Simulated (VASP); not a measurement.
# CdSe (Cadmoselite) (P6_3mc) in VASP: further runs, part 4 of 4

VASP 6.6.1.

### 6 Single point, PBE (volume scaled by 1.04)

Input file INCAR:

```
ALGO = Normal ; EDIFF = 1E-7
ENCUT = 520 ; GGA = PE
ISIF = 2 ; ISMEAR = -1
LASPH = True ; LCHARG = False
LREAL = False ; LWAVE = False
NBANDS = 26 ; NELM = 100
PREC = Accurate ; SIGMA = 0.05
```

Input file KPOINTS:

```
k-points
0
Gamma
  7 7 4
```

Input file POSCAR:

```
CdSe
1.0
    4.3565854364      0.0000000000      0.0000000000
   -2.1782927182      3.7729136617      0.0000000000
    0.0000000000      0.0000000000      7.1123790148
Cd Se
2 2
Direct
    0.6666666667      0.3333333333      0.5000000000
    0.3333333333      0.6666666667      0.0000000000
    0.6666666667      0.3333333333      0.8850000000
    0.3333333333      0.6666666667      0.3850000000
```

Potentials or basis: VASP PAW PBE potentials, release 64 (Cd, Se).

On the command line:

```bash
$ cat potpaw_PBE.64/Cd/POTCAR potpaw_PBE.64/Se/POTCAR > POTCAR
$ mpirun -np 1 vasp_std > vasp.out
```

OUTCAR:

```text
EDIFF = 1E-7
   ENCUT = 520
   GGA = PE
   ISIF = 2
   ISMEAR = -1
   LASPH = True
   LREAL = False
   NELM = 100
   PREC = Accurate

 ion  position               nearest neighbor table
   1  0.667  0.333  0.500-   4 2.64   4 2.64   4 2.64   3 2.74
   2  0.333  0.667  0.000-   3 2.64   3 2.64   3 2.64   4 2.74
   3  0.667  0.333  0.885-   2 2.64   2 2.64   2 2.64   1 2.74
   4  0.333  0.667  0.385-   1 2.64   1 2.64   1 2.64   2 2.74

  LATTYP: Found a hexagonal cell.
 ALAT       =     4.3565854364
 C/A-ratio  =     1.6325581395

  Lattice vectors:

 A1 = (   4.3565854364,   0.0000000000,   0.0000000000)
 A2 = (  -2.1782927182,   3.7729136617,   0.0000000000)
 A3 = (   0.0000000000,   0.0000000000,   7.1123790148)

Analysis of symmetry for initial positions (statically):
=====================================================================
 Subroutine PRICEL returns:
 Original cell was already a primitive cell.

 Routine SETGRP: Setting up the symmetry group for a
 hexagonal supercell.

 Subroutine GETGRP returns: Found 12 space group operations
 (whereof  6 operations were pure point group operations)
 out of a pool of 24 trial point group operations.

The static configuration has the point symmetry C_3v.
 The point group associated with its full space group is C_6v.

Analysis of symmetry for dynamics (positions and initial velocities):
=====================================================================
 Subroutine PRICEL returns:
 Original cell was already a primitive cell.

 Routine SETGRP: Setting up the symmetry group for a
 hexagonal supercell.

 Subroutine GETGRP returns: Found 12 space group operations
 (whereof  6 operations were pure point group operations)
 out of a pool of 24 trial point group operations.

The dynamic configuration has the point symmetry C_3v.
 The point group associated with its full space group is C_6v.

 Subroutine INISYM returns: Found 12 space group operations
 (whereof  6 operations are pure point group operations),
 and found     1 'primitive' translations

----------------------------------------------------------------------------------------

                                     Primitive cell

  volume of cell :     116.9063

  direct lattice vectors                    reciprocal lattice vectors
     4.356585436  0.000000000  0.000000000     0.229537562  0.132523573  0.000000000
    -2.178292718  3.772913662  0.000000000     0.000000000  0.265047146  0.000000000
     0.000000000  0.000000000  7.112379015     0.000000000  0.000000000  0.140599931

  length of vectors
     4.356585436  4.356585436  7.112379015     0.265047146  0.265047146  0.140599931

  position of ions in fractional coordinates (direct lattice)
     0.666666667  0.333333333  0.500000000
     0.333333333  0.666666667  0.000000000
     0.666666667  0.333333333  0.885000000
     0.333333333  0.666666667  0.385000000

  ion indices of the primitive-cell ions
   primitive index   ion index
                 1           1
                 2           2
                 3           3
                 4           4

----------------------------------------------------------------------------------------

 KPOINTS: k-points

Automatic generation of k-mesh.
 Grid dimensions read from file:
 generate k-points for:    7    7    4

 Generating k-lattice:

  Cartesian coordinates                     Fractional coordinates (reciprocal lattice)
     0.032791080  0.018931939  0.000000000     0.142857143  0.000000000  0.000000000
     0.000000000  0.037863878  0.000000000     0.000000000  0.142857143  0.000000000
     0.000000000  0.000000000  0.035149983     0.000000000  0.000000000  0.250000000

  Length of vectors
     0.037863878  0.037863878  0.035149983

  Shift w.r.t. Gamma in fractional coordinates (k-lattice)
     0.000000000  0.000000000  0.000000000

 Subroutine IBZKPT returns following result:
 ===========================================

 Found     24 irreducible k-points:

 Following reciprocal coordinates:
            Coordinates               Weight
  0.000000  0.000000  0.000000      1.000000
  0.142857  0.000000  0.000000      6.000000
  0.285714  0.000000  0.000000      6.000000
  0.428571  0.000000  0.000000      6.000000
  0.142857  0.142857  0.000000      6.000000
  0.285714  0.142857  0.000000     12.000000
[... 16 lines left out ...]
  0.428571  0.142857  0.500000      6.000000
  0.285714  0.285714  0.500000      6.000000
   k-points           NKPTS =     24   k-points in BZ     NKDIM =     24   number of bands    NBANDS=     26
   number of dos      NEDOS =    301   number of ions     NIONS =      4
   total plane-waves  NPLWV =  55296
   dimension x,y,z NGX =    32 NGY =   32 NGZ =   54
   dimension x,y,z NGXF=    64 NGYF=   64 NGZF=  108
   ions per type =               2   2
   NGX,Y,Z   is equivalent  to a cutoff of  12.21, 12.21, 12.62 a.u.
   NGXF,Y,Z  is equivalent  to a cutoff of  24.42, 24.42, 25.24 a.u.
 SYSTEM =  unknown system
   PREC   = accura    normal or accurate (medium, high low for compatibility)
   ISTART =      0    job   : 0-new  1-cont  2-samecut
   ICHARG =      2    charge: 1-file 2-atom 10-const
   ISPIN  =      1    spin polarized calculation?
   LNONCOLLINEAR =      F non collinear calculations
   LSORBIT =      F    spin-orbit coupling
   LASPH  =      T    aspherical Exc in radial PAW
   ENCUT  =  520.0 eV  38.22 Ry    6.18 a.u.   8.10  8.10 13.22*2*pi/ulx,y,z
   NELM   =    100;   NELMIN=  2; NELMDL= -5     # of ELM steps
   EDIFF  = 0.1E-06   stopping-criterion for ELM
   LREAL  =      F    real-space projection
   EDIFFG = 0.1E-05   stopping-criterion for IOM
   NSW    =      0    number of steps for IOM
   IBRION =     -1    ionic relax: 0-MD 1-quasi-New 2-CG
   NFREE  =      0    steps in history (QN), initial steepest desc. (CG)
   ISIF   =      2    stress and relaxation
   ISYM   =      2    0-nonsym 1-usesym 2-fastsym
   POTIM  = 0.5000    time-step for ionic-motion
   TEBEG  =    0.0;   TEEND  =   0.0 temperature during run
   PSTRESS=    0.0 pullay stress
   NELECT =      36.0000    total number of electrons
   NUPDOWN=      -1.0000    fix difference up-down
   EMIN   =  10.00;   EMAX   =-10.00  energy-range for DOS
   EFERMI =   0.00;   METHOD = LEGACY
   ISMEAR =    -1;   SIGMA  =   0.05  broadening in eV -4-tet -1-fermi 0-gaus
   EFERMI_NEDOS =   21; number of points for ismear=-14 and -15
   IALGO  =     38    algorithm
   IMIX   =      4    mixing-type and parameters
     AMIX     =   0.40;   BMIX     =  1.00
     AMIX_MAG =   1.60;   BMIX_MAG =  1.00
  volume/ion in A,a.u.               =      29.23       197.23
  Fermi-wavevector in a.u.,A,eV,Ry     =   1.105511  2.089113 16.628417  1.222154
  Thomas-Fermi vector in A             =   2.241999
   LORBIT       =      0    0 simple, 1 ext, 2 COOP (PROOUT), +10 PAW based schemes
   GGA     = PE    functional components
   LHFCALC =     F    Hartree Fock is set to
   AEXX    =    0.0000 exact exchange contribution
   IVDW    =     0    specifies the selected vdW correction
   LEPSILON=     F    determine dielectric tensor
   LRPA    =     F    only Hartree local field effects (RPA)
 non-spin polarized calculation
  energy-cutoff  :      520.00
  volume of cell :      116.91
 maximum number of plane-waves:      3176
   NGX = 17   NGY = 17   NGZ = 27

 number of electron      36.0000004 magnetization

 Free energy of the ion-electron system (eV)
  ---------------------------------------------------
  ext. energy  EPLUGINS =         0.00000000
  ---------------------------------------------------
  free energy    TOTEN  =       -10.96693837 eV

  energy without entropy =      -10.96690484  energy(sigma->0) =      -10.96692160

 E-fermi :   0.9765     XC(G=0):  -8.7045

 val. band max:        0.6316366657   @ k =   0.0000   0.0000   0.0000
 cond. band min:       1.2483622085   @ k =   0.0000   0.0000   0.0000
 fundamental gap:      0.6167255428
 Fermi energy:         0.9764863420

 k-point     1 :       0.0000    0.0000    0.0000
  band No.  band energies     occupation
      1     -11.7481      2.00000
      2     -11.4151      2.00000
      3      -7.1777      2.00000
      4      -7.1777      2.00000
      5      -7.1277      2.00000
      6      -7.1277      2.00000
[... 685 lines left out ...]
     25       8.6302      0.00000
     26       8.6302      0.00000

------------------------ aborting loop because EDIFF is reached ----------------------------------------

  FORCE on cell =-STRESS in cart. coord.  units (eV):
  Direction    XX          YY          ZZ          XY          YZ          ZX
  --------------------------------------------------------------------------------------
  -------------------------------------------------------------------------------------
  Total        1.2722255      1.2722255      0.0806028      0.0000000      0.0000000      0.0000000
  in kB       17.4355911     17.4355911      1.1046455      0.0000000      0.0000000      0.0000000
  external PRESSURE =      11.9919426 kB  Pullay stress =       0.0000000 kB

 VOLUME and BASIS-vectors are now :
 -----------------------------------------------------------------------------
  energy-cutoff  :      520.00
  volume of cell :      116.91
      direct lattice vectors                 reciprocal lattice vectors
     4.356585436  0.000000000  0.000000000     0.229537562  0.132523573  0.000000000
    -2.178292718  3.772913662  0.000000000     0.000000000  0.265047146  0.000000000
     0.000000000  0.000000000  7.112379015     0.000000000  0.000000000  0.140599931

 POSITION                                       TOTAL-FORCE (eV/Angst)
 -----------------------------------------------------------------------------------
      2.17829      1.25764      3.55619         0.000000      0.000000      0.251780
     -0.00000      2.51528      0.00000        -0.000000      0.000000      0.251780
      2.17829      1.25764      6.29446         0.000000      0.000000     -0.251780
     -0.00000      2.51528      2.73827        -0.000000     -0.000000     -0.251780
 -----------------------------------------------------------------------------------
    total drift:                               -0.000000     -0.000000     -0.000433

  FREE ENERGIE OF THE ION-ELECTRON SYSTEM (eV)
  ---------------------------------------------------
  free  energy   TOTEN  =       -10.9669383656 eV

  energy  without entropy=      -10.9669048411  energy(sigma->0) =      -10.96692160
```

OSZICAR:

```text
N       E                     dE             d eps       ncg     rms          rms(c)
DAV:   1     0.241121606832E+03    0.24112E+03   -0.16987E+04  1248   0.124E+03
DAV:   2     0.119256399978E+01   -0.23993E+03   -0.23171E+03  1384   0.308E+02
DAV:   3    -0.116224042853E+02   -0.12815E+02   -0.12748E+02  1480   0.710E+01
DAV:   4    -0.117312196720E+02   -0.10882E+00   -0.10868E+00  1356   0.610E+00
DAV:   5    -0.117318986809E+02   -0.67901E-03   -0.67898E-03  1476   0.476E-01    0.816E+00
DAV:   6    -0.109993861872E+02    0.73251E+00   -0.12658E+00  1464   0.107E+01    0.651E+00
DAV:   7    -0.109670214046E+02    0.32365E-01   -0.49792E-01  1314   0.355E+00    0.259E+00
DAV:   8    -0.109665862739E+02    0.43513E-03   -0.46883E-02  1296   0.214E+00    0.370E-01
DAV:   9    -0.109666764377E+02   -0.90164E-04   -0.66040E-03  1374   0.911E-01    0.952E-02
DAV:  10    -0.109668505090E+02   -0.17407E-03   -0.78059E-04  1300   0.295E-01    0.715E-02
DAV:  11    -0.109669452426E+02   -0.94734E-04   -0.23029E-04  1300   0.856E-02    0.279E-02
DAV:  12    -0.109669355871E+02    0.96554E-05   -0.40749E-05  1366   0.644E-02    0.794E-03
DAV:  13    -0.109669381550E+02   -0.25678E-05   -0.10972E-05  1282   0.174E-02    0.760E-03
DAV:  14    -0.109669380171E+02    0.13788E-06   -0.70573E-07  1408   0.540E-03    0.416E-03
DAV:  15    -0.109669382537E+02   -0.23659E-06   -0.10405E-07  1084   0.222E-03    0.167E-03
DAV:  16    -0.109669383818E+02   -0.12811E-06   -0.36339E-08   896   0.924E-04    0.374E-04
DAV:  17    -0.109669383656E+02    0.16168E-07   -0.56499E-09   642   0.688E-04
   1 F= -.10966938E+02 E0= -.10966922E+02  d E =-.335245E-04
```

Run time: 61 s. Hardware: 1 thread of Intel Xeon Platinum 8259CL at 2.50GHz (Skylake/Cascade Lake), shared host; peak memory 0.25 GiB.

Results:

```
Free energy            : -10.9669 eV
Pressure               : 1.2 GPa
Largest force          : 0.252 eV/Å
Band gap on the k mesh : 0.62 eV, direct
```

Forces in eV/Å, atoms in the order of the input:
```
Cd   0.000  0.000  0.252
Cd   0.000  0.000  0.252
Se   0.000  0.000 -0.252
Se   0.000  0.000 -0.252
```

Stress tensor (GPa, compression positive):
```
1.74 0.00 0.00
0.00 1.74 0.00
0.00 0.00 0.11
```

### 7 Overview

| level | cell | k mesh | smearing | grid for exact exchange (PRECFOCK) | share of exact exchange | gap on the mesh (eV) | pressure (GPa) | largest force (eV/Å) |
| --- | --- | --- | --- | --- | --- | --- | --- | --- |
| PBE | a = 4.300, b = 4.300, c = 7.020 Å, angles 90.0, 90.0, 120.0°, 4 atoms | 7 × 7 × 4 | gaussian 0.027 eV | - | - | 0.70 | 3.3 | 0.29 |
| PBE | a = 4.300, b = 4.300, c = 7.020 Å, angles 90.0, 90.0, 120.0°, 4 atoms | 7 × 7 × 4 | gaussian 0.028 eV | - | - | 0.70 | 3.3 | 0.29 |
| PBEsol-based global hybrid | a = 4.297, b = 4.297, c = 6.979 Å, angles 90.0, 90.0, 120.0°, 4 atoms | 4 × 4 × 2 | fermi-dirac 0.05 eV | Normal | 0.25 | 2.22 | 0.2 | - |
| PBE | a = 4.328, b = 4.328, c = 7.066 Å, angles 90.0, 90.0, 120.0°, 4 atoms | 7 × 7 × 4 | fermi-dirac 0.05 eV | - | - | 0.66 | 2.2 | 0.27 |
| PBE | a = 4.357, b = 4.357, c = 7.112 Å, angles 90.0, 90.0, 120.0°, 4 atoms | 7 × 7 × 4 | fermi-dirac 0.05 eV | - | - | 0.62 | 1.2 | 0.25 |

Alike in all rows: task single point; potentials or basis VASP PAW PBE potentials, release 64 (Cd, Se); no spin polarisation; cutoff (eV) 520.

Caveats: some runs use coarse meshes; the PAW data sets were made with another functional, which shifts forces and pressure a little (some runs).

Total energies depend on the potentials used, so only differences within one code and one set of settings carry meaning.
